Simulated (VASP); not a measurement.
# Ho2O (C2/m) in VASP: single point with PBE

Aim: the single point of Ho2O with PBE.

Everything below comes from runs of VASP 6.6.1. Logs are shortened: lines on timing, memory, paths and dates and some standing lists are left out, and cuts for length are marked.

### Step 1. The cell of the first run

The typed cell holds 3 atoms: a = 3.503 Å, b = 3.503 Å, c = 5.643 Å, α = 90.01°, β = 90.01°, γ = 59.95°.

The cell was built from a structure type or drawn by symmetry, and may not be a known phase.

### Step 2. Single point, PBE

Input file INCAR:

```
ALGO = Normal ; EDIFF = 1E-6
ENCUT = 600 ; GGA = PE
GGA_COMPAT = False ; ISIF = 2
ISMEAR = 0 ; LASPH = True
LCHARG = False ; LMAXMIX = 6
LREAL = False ; LWAVE = False
NBANDS = 19 ; NELM = 200
PREC = Accurate ; SIGMA = 0.2
```

Input file KPOINTS:

```
k-points
0
Gamma
  6 6 5
```

Input file POSCAR:

```
Ho2O
1.0
    3.0345408714     -1.7502998786      0.0007254084
    3.0345408714      1.7502998786      0.0007254084
   -0.0019655559      0.0000000000      5.6430845224
Ho O
2 1
Direct
    0.6666656727      0.6666656727      0.7639886966
    0.3333343273      0.3333343273      0.2360113034
    0.0000000000      0.0000000000      0.0000000000
```

Potentials or basis: VASP PAW PBE potentials, release 64 (Ho_3, O), 4f in core.

Started as:

```sh
> cat potpaw_PBE.64/Ho_3/POTCAR potpaw_PBE.64/O/POTCAR > POTCAR
> mpirun -np 1 vasp_std > vasp.out
```

OUTCAR:

```text
EDIFF = 1E-6
   ENCUT = 600
   GGA = PE
   ISIF = 2
   ISMEAR = 0
   LASPH = True
   LREAL = False
   NELM = 200
   PREC = Accurate

 ion  position               nearest neighbor table
   1  0.667  0.667  0.764-   3 2.42   3 2.42   3 2.42   2 3.34   2 3.34   2 3.34   2 3.60   2 3.60
                             2 3.60
   2  0.333  0.333  0.236-   3 2.42   3 2.42   3 2.42   1 3.34   1 3.34   1 3.34   1 3.60   1 3.60
                             1 3.60
   3  0.000  0.000  0.000-   1 2.42   1 2.42   2 2.42   2 2.42   1 2.42   2 2.42

  LATTYP: Found a base centered monoclinic cell.
 ALAT       =     6.0690819162
 B/A-ratio  =     0.5767923066
 C/A-ratio  =     0.9298086502
 COS(beta)  =    -0.0001092619

  Lattice vectors:

 A1 = (   3.0345408714,  -1.7502998786,   0.0007254084)
 A2 = (   3.0345408714,   1.7502998786,   0.0007254084)
 A3 = (  -0.0019655559,   0.0000000000,   5.6430845224)

Analysis of symmetry for initial positions (statically):
=====================================================================
 Subroutine PRICEL returns:
 Original cell was already a primitive cell.

 Routine SETGRP: Setting up the symmetry group for a
 base centered monoclinic supercell.

 Subroutine GETGRP returns: Found  4 space group operations
 (whereof  4 operations were pure point group operations)
 out of a pool of  4 trial point group operations.

The static configuration has the point symmetry C_2h.

Analysis of symmetry for dynamics (positions and initial velocities):
=====================================================================
 Subroutine PRICEL returns:
 Original cell was already a primitive cell.

 Routine SETGRP: Setting up the symmetry group for a
 base centered monoclinic supercell.

 Subroutine GETGRP returns: Found  4 space group operations
 (whereof  4 operations were pure point group operations)
 out of a pool of  4 trial point group operations.

The dynamic configuration has the point symmetry C_2h.

 Subroutine INISYM returns: Found  4 space group operations
 (whereof  4 operations are pure point group operations),
 and found     1 'primitive' translations

----------------------------------------------------------------------------------------

                                     Primitive cell

  volume of cell :      59.9449

  direct lattice vectors                    reciprocal lattice vectors
     3.034540871 -1.750299879  0.000725408     0.164769558 -0.285665334  0.000057391
     3.034540871  1.750299879  0.000725408     0.164769558  0.285665334  0.000057391
    -0.001965556  0.000000000  5.643084522    -0.000042362  0.000000000  0.177208035

  length of vectors
     3.503139805  3.503139805  5.643084865     0.329778249  0.329778249  0.177208040

  position of ions in fractional coordinates (direct lattice)
     0.666665673  0.666665673  0.763988697
     0.333334327  0.333334327  0.236011303
     0.000000000  0.000000000  0.000000000

  ion indices of the primitive-cell ions
   primitive index   ion index
                 1           1
                 2           2
                 3           3

----------------------------------------------------------------------------------------

 KPOINTS: k-points

Automatic generation of k-mesh.
 Grid dimensions read from file:
 generate k-points for:    6    6    5

 Generating k-lattice:

  Cartesian coordinates                     Fractional coordinates (reciprocal lattice)
     0.027461593 -0.047610889  0.000009565     0.166666667 -0.000000000  0.000000000
     0.027461593  0.047610889  0.000009565    -0.000000000  0.166666667  0.000000000
    -0.000008472  0.000000000  0.035441607     0.000000000  0.000000000  0.200000000

  Length of vectors
     0.054963042  0.054963042  0.035441608

  Shift w.r.t. Gamma in fractional coordinates (k-lattice)
     0.000000000  0.000000000  0.000000000

 Subroutine IBZKPT returns following result:
 ===========================================

 Found     55 irreducible k-points:

 Following reciprocal coordinates:
            Coordinates               Weight
  0.000000  0.000000  0.000000      1.000000
  0.166667 -0.000000  0.000000      4.000000
  0.333333  0.000000  0.000000      4.000000
  0.500000  0.000000  0.000000      2.000000
  0.166667  0.166667  0.000000      2.000000
  0.333333  0.166667  0.000000      4.000000
[... 16 lines left out ...]
 -0.333333  0.166667  0.200000      4.000000
 -0.166667  0.166667  0.200000      4.000000
 [... further k-points ...]
   k-points           NKPTS =     55   k-points in BZ     NKDIM =     55   number of bands    NBANDS=     19
   number of dos      NEDOS =    301   number of ions     NIONS =      3
   total plane-waves  NPLWV =  37632
   dimension x,y,z NGX =    28 NGY =   28 NGZ =   48
   dimension x,y,z NGXF=    56 NGYF=   56 NGZF=   96
   ions per type =               2   1
   NGX,Y,Z   is equivalent  to a cutoff of  13.29, 13.29, 14.14 a.u.
   NGXF,Y,Z  is equivalent  to a cutoff of  26.58, 26.58, 28.28 a.u.
 SYSTEM =  unknown system
   PREC   = accura    normal or accurate (medium, high low for compatibility)
   ISTART =      0    job   : 0-new  1-cont  2-samecut
   ICHARG =      2    charge: 1-file 2-atom 10-const
   ISPIN  =      1    spin polarized calculation?
   LNONCOLLINEAR =      F non collinear calculations
   LSORBIT =      F    spin-orbit coupling
   LASPH  =      T    aspherical Exc in radial PAW
   ENCUT  =  600.0 eV  44.10 Ry    6.64 a.u.   7.00  7.00 11.27*2*pi/ulx,y,z
   NELM   =    200;   NELMIN=  2; NELMDL= -5     # of ELM steps
   EDIFF  = 0.1E-05   stopping-criterion for ELM
   LREAL  =      F    real-space projection
   EDIFFG = 0.1E-04   stopping-criterion for IOM
   NSW    =      0    number of steps for IOM
   IBRION =     -1    ionic relax: 0-MD 1-quasi-New 2-CG
   NFREE  =      0    steps in history (QN), initial steepest desc. (CG)
   ISIF   =      2    stress and relaxation
   ISYM   =      2    0-nonsym 1-usesym 2-fastsym
   POTIM  = 0.5000    time-step for ionic-motion
   TEBEG  =    0.0;   TEEND  =   0.0 temperature during run
   PSTRESS=    0.0 pullay stress
   NELECT =      24.0000    total number of electrons
   NUPDOWN=      -1.0000    fix difference up-down
   EMIN   =  10.00;   EMAX   =-10.00  energy-range for DOS
   EFERMI =   0.00;   METHOD = LEGACY
   ISMEAR =     0;   SIGMA  =   0.20  broadening in eV -4-tet -1-fermi 0-gaus
   EFERMI_NEDOS =   21; number of points for ismear=-14 and -15
   IALGO  =     38    algorithm
   IMIX   =      4    mixing-type and parameters
     AMIX     =   0.40;   BMIX     =  1.00
     AMIX_MAG =   1.60;   BMIX_MAG =  1.00
  volume/ion in A,a.u.               =      19.98       134.84
  Fermi-wavevector in a.u.,A,eV,Ry     =   1.206594  2.280132 19.808308  1.455870
  Thomas-Fermi vector in A             =   2.342257
   LORBIT       =      0    0 simple, 1 ext, 2 COOP (PROOUT), +10 PAW based schemes
   GGA     = PE    functional components
   LHFCALC =     F    Hartree Fock is set to
   AEXX    =    0.0000 exact exchange contribution
   IVDW    =     0    specifies the selected vdW correction
   LEPSILON=     F    determine dielectric tensor
   LRPA    =     F    only Hartree local field effects (RPA)
 non-spin polarized calculation
 Gauss-broadening in eV      SIGMA  =   0.20
  energy-cutoff  :      600.00
  volume of cell :       59.94
 maximum number of plane-waves:      2011
   NGX = 13   NGY = 13   NGZ = 23

 number of electron      24.0000007 magnetization

 Free energy of the ion-electron system (eV)
  ---------------------------------------------------
  ext. energy  EPLUGINS =         0.00000000
  ---------------------------------------------------
  free energy    TOTEN  =       -19.44008370 eV

  energy without entropy =      -19.37442999  energy(sigma->0) =      -19.40725684

 E-fermi :   4.1078     XC(G=0): -10.6720

 val. band max:        4.0971317695   @ k =   0.5000   0.0000   0.0000
 cond. band min:       4.1156766153   @ k =   0.1667   0.1667   0.2000
 fundamental gap:      0.0185448459
 Fermi energy:         4.1077869537

 k-point     1 :       0.0000    0.0000    0.0000
  band No.  band energies     occupation
      1     -20.5151      2.00000
      2     -19.5433      2.00000
      3     -19.5426      2.00000
      4     -19.4446      2.00000
      5     -19.4439      2.00000
      6     -19.4427      2.00000
[... 11 lines left out ...]
     18       7.5140      0.00000
     19       7.5785      0.00000

 k-point     2 :       0.1667   -0.0000    0.0000
  band No.  band energies     occupation
      1     -20.4405      2.00000
      2     -19.7219      2.00000
      3     -19.6020      2.00000
      4     -19.5990      2.00000
      5     -19.4636      2.00000
      6     -19.4560      2.00000
[... 11 lines left out ...]
     18       8.0712      0.00000
     19       8.4578      0.00000

 k-point     3 :       0.3333    0.0000    0.0000
  band No.  band energies     occupation
      1     -20.3620      2.00000
      2     -20.0079      2.00000
      3     -19.8232      2.00000
      4     -19.6960      2.00000
      5     -19.5388      2.00000
      6     -19.4925      2.00000
[... 11 lines left out ...]
     18       8.9555      0.00000
     19       9.7667      0.00000

 k-point     4 :       0.5000    0.0000    0.0000
  band No.  band energies     occupation
      1     -20.4411      2.00000
      2     -20.0581      2.00000
      3     -19.8442      2.00000
      4     -19.7409      2.00000
      5     -19.6145      2.00000
      6     -19.5136      2.00000
[... 407 lines left out ...]
     18       9.1109      0.00000
     19      10.3107      0.00000

 k-point    23 :      -0.3333    0.1667    0.2000
  band No.  band energies     occupation
      1     -20.4000      2.00000
      2     -20.0143      2.00000
      3     -19.8942      2.00000
      4     -19.7090      2.00000
      5     -19.6550      2.00000
      6     -19.5547      2.00000
[... 11 lines left out ...]
     18       9.2130      0.00000
     19      10.0641      0.00000

 k-point    24 :      -0.1667    0.1667    0.2000
  band No.  band energies     occupation
      1     -20.3505      2.00000
      2     -19.9184      2.00000
      3     -19.8053      2.00000
      4     -19.6441      2.00000
      5     -19.5513      2.00000
      6     -19.5056      2.00000
[... 11 lines left out ...]
     18       8.2892      0.00000
     19       8.8585      0.00000

 [... further k-points ...]

------------------------ aborting loop because EDIFF is reached ----------------------------------------

  FORCE on cell =-STRESS in cart. coord.  units (eV):
  Direction    XX          YY          ZZ          XY          YZ          ZX
  --------------------------------------------------------------------------------------
  -------------------------------------------------------------------------------------
  Total        0.2031476      0.2560094      0.4085236      0.0000000      0.0000000      0.0013256
  in kB        5.4296305      6.8424934     10.9188194      0.0000000      0.0000000      0.0354293
  external PRESSURE =       7.7303145 kB  Pullay stress =       0.0000000 kB

 VOLUME and BASIS-vectors are now :
 -----------------------------------------------------------------------------
  energy-cutoff  :      600.00
  volume of cell :       59.94
      direct lattice vectors                 reciprocal lattice vectors
     3.034540871 -1.750299879  0.000725408     0.164769558 -0.285665334  0.000057391
     3.034540871  1.750299879  0.000725408     0.164769558  0.285665334  0.000057391
    -0.001965556  0.000000000  5.643084522    -0.000042362  0.000000000  0.177208035

 POSITION                                       TOTAL-FORCE (eV/Angst)
 -----------------------------------------------------------------------------------
      4.04455      0.00000      4.31222        -0.001728      0.000000     -0.035267
      2.02257      0.00000      1.33232         0.001728      0.000000      0.035267
      0.00000      0.00000      0.00000         0.000000      0.000000      0.000000
 -----------------------------------------------------------------------------------
    total drift:                                0.000000     -0.000000      0.000000

  FREE ENERGIE OF THE ION-ELECTRON SYSTEM (eV)
  ---------------------------------------------------
  free  energy   TOTEN  =       -19.4400836986 eV

  energy  without entropy=      -19.3744299858  energy(sigma->0) =      -19.40725684
```

Run time: 1.8 min. Hardware: 1 thread of Intel Xeon Platinum 8488C (Sapphire Rapids), shared host; peak memory 0.23 GiB.

What came out:

```yaml
Free_energy: -19.4401 eV
Pressure: 0.8 GPa
Largest_force: 0.035 eV/Å
Band_gap_on_the_k_mesh: zero (bands 12 and 13 overlap by 0.80 eV)
```

Forces in eV/Å, atoms in the order of the input:
```
Ho  -0.002  0.000 -0.035
Ho   0.002  0.000  0.035
O    0.000  0.000  0.000
```

Stress tensor (GPa, compression positive):
```
0.54 0.00 0.00
0.00 0.68 0.00
0.00 0.00 1.09
```

Levels at points of the mesh, in eV from the Fermi level:
```
           k point  band 9  band 10  band 11  band 12  band 13  band 14  band 15  band 16
(0.00, 0.00, 0.00)   -5.37    -5.36    -3.53     0.53     1.98     2.29     2.30     3.21
(0.50, 0.00, 0.00)   -5.35    -5.25    -1.34    -0.19    -0.01     2.83     3.36     3.87
(0.50, 0.50, 0.00)   -5.35    -5.25    -1.34    -0.20    -0.01     2.82     3.36     3.87
```

Caveat: spin-orbit coupling is left out, which moves the levels of the heavy elements; the 4f electrons are frozen in the core, so they carry no moment and show no levels; the run has no spin polarisation, though such a crystal can be magnetic.
